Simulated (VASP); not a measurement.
# Sr (P-1) in VASP: a series of runs

Sr is run at these levels: LDA, PBE; tasks: single point.

All numbers are computed with VASP 6.6.1; they aren't measurements. Logs are shortened: lines on timing, memory, paths and dates and some standing lists are left out, and cuts for length are marked.

## 1. The cell of the first run

The typed cell holds 1 atom: a = 4.205 Å, b = 4.250 Å, c = 4.236 Å, α = 112.04°, β = 107.66°, γ = 109.37°.

## 2. Single point, LDA

The input, INCAR:

```
  PREC = Accurate
  ENCUT = 520
  EDIFF = 1E-7
  ISMEAR = -1
  SIGMA = 0.05
  LREAL = False
  LASPH = True
  NELM = 100
  ALGO = Fast
  ISIF = 2
  LWAVE = False
  LCHARG = True
  GGA = CA
  LELF = True
  LVHAR = True
  NBANDS = 11
```

The input, KPOINTS:

```
Automatic mesh
0
Gamma
  7 7 7
```

The input, POSCAR:

```
Sr
1.0
   -2.3801670000      2.4775910000      2.4246930000
    2.3779460000     -2.5185890000      2.4634700000
    2.3656120000      2.5040340000     -2.4656910000
Sr
1
Direct
    0.0136030000      0.0059810000     -0.0139020000
```

Potentials or basis: VASP PAW LDA potentials, release 64 (Sr_sv).

Run with:

```sh
cat potpaw_LDA.64/Sr_sv/POTCAR > POTCAR
mpirun -np 1 vasp_std > vasp.out
```

OUTCAR:

```text
PREC = Accurate
   ENCUT = 520
   EDIFF = 1E-7
   ISMEAR = -1
   LREAL = False
   LASPH = True
   NELM = 100
   ISIF = 2
   GGA = CA

 ion  position               nearest neighbor table
   1  0.014  0.006  0.986-

  LATTYP: Found a triclinic cell.
 ALAT       =     4.2362646890
 B/A-ratio  =     1.1539258733
 C/A-ratio  =     1.1197555390
 COS(alpha) =     0.0008968059
 COS(beta)  =     0.5568754487
 COS(gamma) =     0.5872342994

  Lattice vectors:

 A1 = (  -2.3656120000,  -2.5040340000,   2.4656910000)
 A2 = (  -0.0022210000,  -0.0409980000,   4.8881630000)
 A3 = (  -4.7435580000,   0.0145550000,   0.0022210000)

Analysis of symmetry for initial positions (statically):
=====================================================================
 Subroutine PRICEL returns:
 Original cell was already a primitive cell.

 Routine SETGRP: Setting up the symmetry group for a
 triclinic supercell.

 Subroutine GETGRP returns: Found  2 space group operations
 (whereof  1 operations were pure point group operations)
 out of a pool of  2 trial point group operations.

The static configuration has the point symmetry C_1 .
 The point group associated with its full space group is S_2 .

Analysis of symmetry for dynamics (positions and initial velocities):
=====================================================================
 Subroutine PRICEL returns:
 Original cell was already a primitive cell.

 Routine SETGRP: Setting up the symmetry group for a
 triclinic supercell.

 Subroutine GETGRP returns: Found  2 space group operations
 (whereof  1 operations were pure point group operations)
 out of a pool of  2 trial point group operations.

The dynamic configuration has the point symmetry C_1 .
 The point group associated with its full space group is S_2 .

 Subroutine INISYM returns: Found  2 space group operations
 (whereof  1 operations are pure point group operations),
 and found     1 'primitive' translations

----------------------------------------------------------------------------------------

                                     Primitive cell

  volume of cell :      57.7507

  direct lattice vectors                    reciprocal lattice vectors
    -2.380167000  2.477591000  2.424693000     0.000717734  0.202437411  0.206274039
     2.377946000 -2.518589000  2.463470000     0.210915120  0.002300813  0.204690959
     2.365612000  2.504034000 -2.465691000     0.211430936  0.201370147  0.001784998

  length of vectors
     4.205090755  4.250482581  4.236264689     0.289016262  0.293919837  0.291986580

  position of ions in fractional coordinates (direct lattice)
     0.013603000  0.005981000  0.986098000

  ion indices of the primitive-cell ions
   primitive index   ion index
                 1           1

----------------------------------------------------------------------------------------

 KPOINTS: Automatic mesh

Automatic generation of k-mesh.
 Grid dimensions read from file:
 generate k-points for:    7    7    7

 Generating k-lattice:

  Cartesian coordinates                     Fractional coordinates (reciprocal lattice)
     0.000102533  0.028919630  0.029467720     0.142857143 -0.000000000  0.000000000
     0.030130731  0.000328688  0.029241566     0.000000000  0.142857143  0.000000000
     0.030204419  0.028767164  0.000255000    -0.000000000  0.000000000  0.142857143

  Length of vectors
     0.041288037  0.041988548  0.041712369

  Shift w.r.t. Gamma in fractional coordinates (k-lattice)
     0.000000000  0.000000000  0.000000000

 Subroutine IBZKPT returns following result:
 ===========================================

 Found    172 irreducible k-points:

 Following reciprocal coordinates:
            Coordinates               Weight
  0.000000  0.000000  0.000000      1.000000
  0.142857  0.000000  0.000000      2.000000
  0.285714  0.000000 -0.000000      2.000000
  0.428571  0.000000  0.000000      2.000000
  0.000000  0.142857 -0.000000      2.000000
  0.142857  0.142857  0.000000      2.000000
[... 16 lines left out ...]
 -0.428571  0.428571 -0.000000      2.000000
 -0.285714  0.428571 -0.000000      2.000000
 [... further k-points ...]
   k-points           NKPTS =    172   k-points in BZ     NKDIM =    172   number of bands    NBANDS=     11
   number of dos      NEDOS =    301   number of ions     NIONS =      1
   total plane-waves  NPLWV =  32768
   dimension x,y,z NGX =    32 NGY =   32 NGZ =   32
   dimension x,y,z NGXF=    64 NGYF=   64 NGZF=   64
   ions per type =               1
   NGX,Y,Z   is equivalent  to a cutoff of  12.65, 12.52, 12.56 a.u.
   NGXF,Y,Z  is equivalent  to a cutoff of  25.30, 25.03, 25.12 a.u.
 SYSTEM =  unknown system
   PREC   = accura    normal or accurate (medium, high low for compatibility)
   ISTART =      0    job   : 0-new  1-cont  2-samecut
   ICHARG =      2    charge: 1-file 2-atom 10-const
   ISPIN  =      1    spin polarized calculation?
   LNONCOLLINEAR =      F non collinear calculations
   LSORBIT =      F    spin-orbit coupling
   LASPH  =      T    aspherical Exc in radial PAW
   ENCUT  =  520.0 eV  38.22 Ry    6.18 a.u.   7.82  7.90  7.88*2*pi/ulx,y,z
   NELM   =    100;   NELMIN=  2; NELMDL= -5     # of ELM steps
   EDIFF  = 0.1E-06   stopping-criterion for ELM
   LREAL  =      F    real-space projection
   EDIFFG = 0.1E-05   stopping-criterion for IOM
   NSW    =      0    number of steps for IOM
   IBRION =     -1    ionic relax: 0-MD 1-quasi-New 2-CG
   NFREE  =      0    steps in history (QN), initial steepest desc. (CG)
   ISIF   =      2    stress and relaxation
   ISYM   =      2    0-nonsym 1-usesym 2-fastsym
   POTIM  = 0.5000    time-step for ionic-motion
   TEBEG  =    0.0;   TEEND  =   0.0 temperature during run
   PSTRESS=    0.0 pullay stress
   NELECT =      10.0000    total number of electrons
   NUPDOWN=      -1.0000    fix difference up-down
   EMIN   =  10.00;   EMAX   =-10.00  energy-range for DOS
   EFERMI =   0.00;   METHOD = LEGACY
   ISMEAR =    -1;   SIGMA  =   0.05  broadening in eV -4-tet -1-fermi 0-gaus
   EFERMI_NEDOS =   21; number of points for ismear=-14 and -15
   IALGO  =     68    algorithm
   IMIX   =      4    mixing-type and parameters
     AMIX     =   0.40;   BMIX     =  1.00
     AMIX_MAG =   1.60;   BMIX_MAG =  1.00
  volume/ion in A,a.u.               =      57.75       389.72
  Fermi-wavevector in a.u.,A,eV,Ry     =   0.912478  1.724334 11.328436  0.832617
  Thomas-Fermi vector in A             =   2.036879
   LORBIT       =      0    0 simple, 1 ext, 2 COOP (PROOUT), +10 PAW based schemes
   GGA     = CA    functional components
   LHFCALC =     F    Hartree Fock is set to
   AEXX    =    0.0000 exact exchange contribution
   IVDW    =     0    specifies the selected vdW correction
   LEPSILON=     F    determine dielectric tensor
   LRPA    =     F    only Hartree local field effects (RPA)
 non-spin polarized calculation
 RMM-DIIS sequential band-by-band and
  energy-cutoff  :      520.00
  volume of cell :       57.75
 maximum number of plane-waves:      1571
   NGX = 15   NGY = 15   NGZ = 15

 number of electron      10.0000000 magnetization

 Free energy of the ion-electron system (eV)
  ---------------------------------------------------
  ext. energy  EPLUGINS =         0.00000000
  ---------------------------------------------------
  free energy    TOTEN  =        -1.83636296 eV

  energy without entropy =       -1.82620251  energy(sigma->0) =       -1.83128273

 E-fermi :   1.2859     XC(G=0):  -7.4047

 val. band max:        1.2793835774   @ k =  -0.4286  -0.4286   0.4286
 cond. band min:       1.2899858069   @ k =  -0.1429   0.4286   0.4286
 fundamental gap:      0.0106022295
 Fermi energy:         1.2858706002

 k-point     1 :       0.0000    0.0000    0.0000
  band No.  band energies     occupation
      1     -35.2994      2.00000
      2     -17.2909      2.00000
      3     -17.2884      2.00000
      4     -17.2845      2.00000
      5      -2.3216      2.00000
      6       3.3114      0.00000
      7       3.4606      0.00000
      8       3.6106      0.00000
      9       4.5760      0.00000
     10       4.9022      0.00000
     11       9.0266      0.00000

 k-point     2 :       0.1429    0.0000    0.0000
  band No.  band energies     occupation
      1     -35.2969      2.00000
      2     -17.3194      2.00000
      3     -17.3019      2.00000
      4     -17.2873      2.00000
      5      -1.9947      2.00000
      6       3.1406      0.00000
      7       3.3449      0.00000
      8       3.8014      0.00000
      9       4.2708      0.00000
     10       4.8433      0.00000
     11       9.3375      0.00000

 k-point     3 :       0.2857    0.0000   -0.0000
  band No.  band energies     occupation
      1     -35.2914      2.00000
      2     -17.3956      2.00000
      3     -17.3265      2.00000
      4     -17.2855      2.00000
      5      -1.1076      2.00000
      6       2.3870      0.00000
      7       2.9003      0.00000
      8       4.3171      0.00000
      9       4.7125      0.00000
     10       4.8448      0.00000
     11       8.1525      0.00000

 k-point     4 :       0.4286    0.0000    0.0000
  band No.  band energies     occupation
      1     -35.2870      2.00000
      2     -17.4553      2.00000
      3     -17.3460      2.00000
      4     -17.2840      2.00000
      5      -0.0290      2.00000
      6       1.6329      0.00194
      7       2.6056      0.00000
      8       4.3408      0.00000
      9       4.9949      0.00000
     10       5.9784      0.00000
     11       6.9033      0.00000
[... 239 lines left out ...]
 k-point    22 :       0.4286    0.4286   -0.0000
  band No.  band energies     occupation
      1     -35.2864      2.00000
      2     -17.4470      2.00000
      3     -17.3542      2.00000
      4     -17.3011      2.00000
      5       0.5017      2.00000
      6       1.4509      0.07114
      7       2.2707      0.00000
      8       4.3753      0.00000
      9       5.2293      0.00000
     10       6.1168      0.00000
     11       6.4416      0.00000

 k-point    23 :      -0.4286    0.4286   -0.0000
  band No.  band energies     occupation
      1     -35.2877      2.00000
      2     -17.4499      2.00000
      3     -17.3409      2.00000
      4     -17.2886      2.00000
      5      -0.0121      2.00000
      6       1.6499      0.00138
      7       2.4041      0.00000
      8       4.5689      0.00000
      9       5.1838      0.00000
     10       5.9360      0.00000
     11       6.8487      0.00000

 k-point    24 :      -0.2857    0.4286   -0.0000
  band No.  band energies     occupation
      1     -35.2886      2.00000
      2     -17.4227      2.00000
      3     -17.3404      2.00000
      4     -17.3018      2.00000
      5      -0.2963      2.00000
      6       1.9600      0.00000
      7       2.4172      0.00000
      8       4.4038      0.00000
      9       5.2262      0.00000
     10       5.3982      0.00000
     11       6.9499      0.00000

 [... further k-points ...]

------------------------ aborting loop because EDIFF is reached ----------------------------------------

  FORCE on cell =-STRESS in cart. coord.  units (eV):
  Direction    XX          YY          ZZ          XY          YZ          ZX
  --------------------------------------------------------------------------------------
  -------------------------------------------------------------------------------------
  Total       -0.6872319     -0.6876063     -0.6957273      0.0264637      0.0677620      0.0050345
  in kB      -19.0658822    -19.0762719    -19.3015706      0.7341823      1.8799213      0.1396723
  external PRESSURE =     -19.1479082 kB  Pullay stress =       0.0000000 kB

 VOLUME and BASIS-vectors are now :
 -----------------------------------------------------------------------------
  energy-cutoff  :      520.00
  volume of cell :       57.75
      direct lattice vectors                 reciprocal lattice vectors
    -2.380167000  2.477591000  2.424693000     0.000717734  0.202437411  0.206274039
     2.377946000 -2.518589000  2.463470000     0.210915120  0.002300813  0.204690959
     2.365612000  2.504034000 -2.465691000     0.211430936  0.201370147  0.001784998

 POSITION                                       TOTAL-FORCE (eV/Angst)
 -----------------------------------------------------------------------------------
      2.31457      2.48786     -2.38370         0.000000      0.000000      0.000000
 -----------------------------------------------------------------------------------
    total drift:                               -0.000001     -0.000000     -0.000000

  FREE ENERGIE OF THE ION-ELECTRON SYSTEM (eV)
  ---------------------------------------------------
  free  energy   TOTEN  =        -1.8363629590 eV

  energy  without entropy=       -1.8262025103  energy(sigma->0) =       -1.83128273
```

It took 2.5 min on 1 thread of Oxide Virtual Turin-like, shared host; peak memory 0.2 GiB.

What came out:

* Free energy: -1.8364 eV
* Pressure: -1.9 GPa
* Band gap on the k mesh: zero (bands 5 and 6 overlap by 0.26 eV)

## 3. Single point, PBE

The input, INCAR:

```
SYSTEM = Sr
  PREC = Accurate
  ENCUT = 520
  EDIFF = 1E-6
  ISMEAR = 0
  SIGMA = 0.1
  LREAL = .False.
  LASPH = .True.
  NELM = 100
  ALGO = Fast
  ISIF = 2
  LWAVE = .False.
  LCHARG = .False.
  GGA = PE
  NBANDS = 11
```

The input, KPOINTS:

```
regular mesh
0
Gamma
  7 7 7
  0 0 0
```

POSCAR is that of step 2.

Potentials or basis: VASP PAW PBE potentials, release 64 (Sr_sv).

Run with:

```sh
cat potpaw_PBE.64/Sr_sv/POTCAR > POTCAR
mpirun -np 1 vasp_std > vasp.out
```

Run time: 2.2 min. Hardware: 1 thread of Oxide Virtual Turin-like, shared host; peak memory 0.23 GiB.

It converged, with:

```yaml
Free_energy: -1.6277 eV
Pressure: -0.7 GPa
Band_gap_on_the_k_mesh: zero (bands 5 and 6 overlap by 0.25 eV)
```

Stress tensor (GPa, compression positive):
```
-0.73  0.08  0.01
 0.08 -0.66  0.18
 0.01  0.18 -0.69
```

Levels at points of the mesh, in eV from the Fermi level:
```tsv
k point	band 1	band 2	band 3	band 4	band 5	band 6	band 7	band 8	band 9	band 10
(0.00, 0.00, 0.00)	-36.74	-18.64	-18.63	-18.63	-3.59	2.15	2.30	2.45	3.39	3.72
```

The gap in the log of VASP goes by the Fermi energy; the results here count the filled bands.